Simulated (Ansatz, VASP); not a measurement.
**One calculation of Si5Sn, two programs**

File INCAR:

```
ALGO = Normal
EDIFF = 1E-6
ENCUT = 520
GGA = PE
ISIF = 2
ISMEAR = 0
LASPH = T
LCHARG = F
LREAL = F
LWAVE = F
NBANDS = 26
NELM = 60
PREC = Accurate
SIGMA = 0.1
```

The input KPOINTS:

```
k-points
0
Gamma
  6 6 4
```

The input POSCAR:

```
Si5Sn
1.0
    4.9821766500      0.0000000000      0.0000000000
   -2.4910883300      4.3146915500      0.0000000000
    0.0000000000      0.0000000000      4.8403896200
Si Sn
5 1
Direct
    0.3333333300      0.3333333300      0.5000000000
    0.0000000000      0.6666666700      0.5000000000
    0.6666666700      0.0000000000      0.5000000000
    0.6666666700      0.3333333300      0.0000000000
    0.3333333300      0.6666666700      0.0000000000
    0.0000000000      0.0000000000      0.0000000000
```

Input for Ansatz:

```yaml
crystal:
  lattice:
    - [4.98217665, 0.0, 0.0]
    - [-2.49108833, 4.31469155, 0.0]
    - [0.0, 0.0, 4.84038962]
  atoms:
    - { symbol: Si, position: [0.33333333, 0.33333333, 0.5] }
    - { symbol: Si, position: [0.0, 0.66666667, 0.5] }
    - { symbol: Si, position: [0.66666667, 0.0, 0.5] }
    - { symbol: Si, position: [0.66666667, 0.33333333, 0.0] }
    - { symbol: Si, position: [0.33333333, 0.66666667, 0.0] }
    - { symbol: Sn, position: [0.0, 0.0, 0.0] }
basis:
  ecutwfc: 420
kpoints:
  mp_grid: { grid: [6, 6, 4] }
hamiltonian:
  xc: pbe
scf:
  occupations: { method: gaussian, width: 0.1 }
  lower_state_search: "off"
output:
  forces: true
  stress: true
  eigenvalues: true
```

Alike in both runs: task single point; functional PBE; k mesh 6 × 6 × 4; occupations gaussian, width 0.1 eV; no spin polarisation.

|  | VASP | Ansatz |
| --- | --- | --- |
| version | VASP 6.6.1 | Ansatz 0.2.0 |
| potentials or method | VASP PAW PBE potentials, release 64 (Si, Sn_d), cutoff 520 eV | scalar-relativistic, plane waves, PAW |
| valence electrons in the cell | 34 | 34 |

VASP gave:

```
gap on the k mesh at the Fermi level (eV)                     : none
pressure (GPa)                                                : -1.5
traceless stress, the component that is largest in VASP (GPa) : -1.28
rms of the force components (eV/Å)                            : 0.231
```

Q: Estimate Ansatz's values.

A: gap on the k mesh at the Fermi level (eV): none; pressure (GPa): -1.5; traceless stress, the component that is largest in VASP (GPa): -1.29; rms of the force components (eV/Å): 0.232.

Atom by atom the forces differ by 0.000 eV/Å (rms over components). A gap of «none» marks a metal or a gap that the smearing closes. With one functional, cell and mesh, what is left measures potentials, basis and numerics.
